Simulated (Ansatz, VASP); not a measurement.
Two plane-wave programs on Ge2Rh

INCAR

```
SYSTEM = Ge2Rh
  PREC = Accurate
  ENCUT = 600
  EDIFF = 1E-6
  ISMEAR = 0
  SIGMA = 0.1
  LREAL = .False.
  LASPH = .True.
  NELM = 100
  ALGO = Normal
  ISIF = 3
  LWAVE = .False.
  LCHARG = .False.
  GGA = PE
  IBRION = 2
  NSW = 100
  EDIFFG = -0.01
```

KPOINTS

```
Automatic mesh
0
Gamma
  12 12 16
  0 0 0
```

POSCAR

```
Ge2Rh
1.0
    4.4994105111      0.0000000000      0.0000000000
   -2.2497052555      3.8966038046      0.0000000000
    0.0000000000      0.0000000000      2.8211211223
Ge Rh
2 1
Direct
    0.3333333333      0.6666666667      0.5000000000
    0.6666666667      0.3333333333      0.5000000000
    0.0000000000      0.0000000000      0.0000000000
```

Input for Ansatz:

```yaml
crystal:
  lattice:
    - [4.4994105111, 0.0, 0.0]
    - [-2.2497052555, 3.8966038046, 0.0]
    - [0.0, 0.0, 2.8211211223]
  atoms:
    - { symbol: Ge, position: [0.3333333333, 0.6666666667, 0.5] }
    - { symbol: Ge, position: [0.6666666667, 0.3333333333, 0.5] }
    - { symbol: Rh, position: [0.0, 0.0, 0.0] }
basis:
  ecutwfc: 420
kpoints:
  mp_grid: { grid: [12, 12, 16] }
hamiltonian:
  xc: pbe
scf:
  occupations: { method: gaussian, width: 0.1 }
output:
  forces: true
  stress: true
  eigenvalues: true
relax:
  adjacent_minimum: "off"
  f_tol: 0.01
  max_steps: 80
  cell: { stress_tol: 0.05 }
```

Alike in both runs: task relaxation of cell and atoms; functional PBE; k mesh 12 × 12 × 16; occupations gaussian, width 0.1 eV; no spin polarisation.

|  | VASP | Ansatz |
| --- | --- | --- |
| version | VASP 6.6.1 | Ansatz 0.2.0 |
| potentials or method | VASP PAW PBE potentials, release 64 (Ge_d, Rh_pv), cutoff 600 eV | scalar-relativistic, plane waves, PAW |
| valence electrons in the cell | 43 | 45 |

```tsv
	VASP	Ansatz	Ansatz less VASP
gap on the k mesh at the Fermi level, each at its own relaxed structure (eV)	none	none	-
relaxed volume (Å³/atom)	16.34	16.33	-0.010
relaxed cell length with the largest relative difference (Å)	4.522	4.520	-0.0016
```

A gap of «none» marks a metal or a gap that the smearing closes. VASP's potentials hold 43 valence electrons a cell and Ansatz's 45, so a difference there can come from the potentials and not from the codes.
